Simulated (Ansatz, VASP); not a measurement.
## Si4N: VASP beside Ansatz

```xyz
5
Lattice="-1.7036 2.8169 3.2543 1.7036 -2.8169 3.2543 1.7036 2.8169 -3.2543" Properties=species:S:1:pos:R:3 pbc="T T T"
Si    1.7036    1.7279   -1.0147
Si    0.0000    1.0890    4.2691
Si    1.7036    1.7279    1.0147
Si    0.0000    1.0890    2.2396
N     0.0000    0.0000    0.0000
```

Change from the starting cell: species swapped into the CrB4 type (Immm, No. 71).

Alike in both runs: task single point; functional PBE; k mesh 6 × 6 × 6; occupations gaussian, width 0.1 eV; collinear spin.

|  | VASP | Ansatz |
| --- | --- | --- |
| version | VASP 6.6.1 | Ansatz 0.2.0 |
| potentials or method | VASP PAW PBE potentials, release 64 (Si, N), cutoff 520 eV | scalar-relativistic, plane waves, PAW |
| valence electrons in the cell | 21 | 21 |

|  | VASP | Ansatz | Ansatz less VASP |
| --- | --- | --- | --- |
| gap on the k mesh at the Fermi level (eV) | none | none | - |
| rms of the force components (eV/Å) | 2.197 | 2.206 | +0.0091 |
| net moment per atom (μB) | 0.00 | 0.00 | 0.000 |

Atom by atom the forces differ by 0.009 eV/Å (rms over components). A gap of «none» marks a metal or a gap that the smearing closes. The functional is the same, so the differences come from potentials, cutoffs and numerics. Ansatz's warnings: seeded moment not kept.
